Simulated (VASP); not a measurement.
Set up this calculation in VASP 6.6.1, as the native input.

| Quantity | Value |
| --- | --- |
| Task | single point |
| Functional | PBE |
| Potentials or basis | VASP PAW PBE potentials, release 64 (Ti_sv, C) |
| Cutoff | 520 eV |
| k mesh | 16 × 16 × 14 |
| Occupations | tetrahedron |
| Spin | no spin polarisation |
| Dipole correction | no |
| Further INCAR settings | ALGO = Normal; EDIFF = 1e-06; NBANDS = 15 |

The structure of TiC (WC type) lies in POSCAR:

```
TiC
1.0
    3.0452841791      0.0000000000      0.0000000000
   -1.5226420896      2.6372934609      0.0000000000
    0.0000000000      0.0000000000      2.6939039114
Ti C
1 1
Direct
    0.0000000000      0.0000000000      0.0000000000
    0.3333333333      0.6666666667      0.5000000000
```

One way to write it, as run:

INCAR

```
PREC = Accurate
ENCUT = 520
EDIFF = 1E-6
ISMEAR = -5
SIGMA = 0.1
LREAL = False
LASPH = True
NELM = 60
ALGO = Normal
ISIF = 2
LWAVE = False
LCHARG = False
GGA = PE
NBANDS = 15
```

KPOINTS

```
regular mesh
0
Gamma
  16 16 14
```

Potentials or basis: VASP PAW PBE potentials, release 64 (Ti_sv, C).

The run is started by

```sh
$ cat potpaw_PBE.64/Ti_sv/POTCAR potpaw_PBE.64/C/POTCAR > POTCAR
$ mpirun -np 1 vasp_std > vasp.out
```

It gave:

```json
{
  "Pressure": "0.1 GPa",
  "Band gap on the k mesh": "zero (bands 8 and 9 overlap by 0.10 eV)"
}
```

Caveat: tetrahedron occupations give inexact forces and stress in metals.

Wall time 2 min on 1 thread of Intel Xeon 8259CL, on a shared host, peak memory 0.21 GiB.
